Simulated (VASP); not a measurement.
Write the native input for VASP 6.6.1 that does the following.

```yaml
Task: single point
Functional: r2SCAN
Potentials_or_basis: VASP PAW PBE potentials, release 64 (Cu)
Cutoff: 520 eV
k_mesh: 13 × 12 × 13
Occupations: fermi-dirac, width 0.05 eV
Spin: no spin polarisation
Dipole_correction: no
Further_INCAR_settings: ALGO = Normal; EDIFF = 1e-06; NBANDS = 12
```

Cu:

```
CELL_PARAMETERS angstrom
0.00257 1.77991 1.78611
1.79692 -0.00836 1.79688
1.78608 1.77994 0.00256
ATOMIC_POSITIONS crystal
Cu 0.00000 0.00000 0.00000
```

The input as run:

POSCAR

```
Cu
1.0
    0.0025735251      1.7799139140      1.7861108580
    1.7969226737     -0.0083566992      1.7968764261
    1.7860846219      1.7799416898      0.0025595517
Cu
1
Direct
    0.0000000000      0.0000000000      0.0000000000
```

INCAR.step1

```
  ALGO = Normal
  EDIFF = 1E-4
  ENCUT = 520
  GGA = PE
  ISMEAR = -1
  LASPH = True
  LCHARG = False
  LREAL = False
  LWAVE = True
  NBANDS = 12
  NELM = 80
  PREC = Accurate
  SIGMA = 0.05
```

INCAR.step2

```
  ALGO = Normal
  EDIFF = 1E-6
  ENCUT = 520
  ISIF = 2
  ISMEAR = -1
  ISTART = 1
  LASPH = True
  LCHARG = False
  LMIXTAU = True
  LREAL = False
  LWAVE = False
  METAGGA = R2SCAN
  NBANDS = 12
  NELM = 80
  PREC = Accurate
  SIGMA = 0.05
```

KPOINTS

```
k-points
0
Gamma
  13 12 13
```

Potentials or basis: VASP PAW PBE potentials, release 64 (Cu).

Launch:

```bash
$ cat potpaw_PBE.64/Cu/POTCAR > POTCAR
$ cp INCAR.step1 INCAR
$ mpirun -np 1 vasp_std > vasp.out
$ cp INCAR.step2 INCAR
$ mpirun -np 1 vasp_std > vasp.out
```

Results of the run:

```yaml
Pressure: 0.6 GPa
```

Caveat: the PAW data sets were made with another functional, which shifts forces and pressure a little.

It took 3.6 min on 1 thread of Intel(R) Xeon(R) Platinum 8559C (Emerald Rapids), with other jobs on the host, peak memory 0.18 GiB.
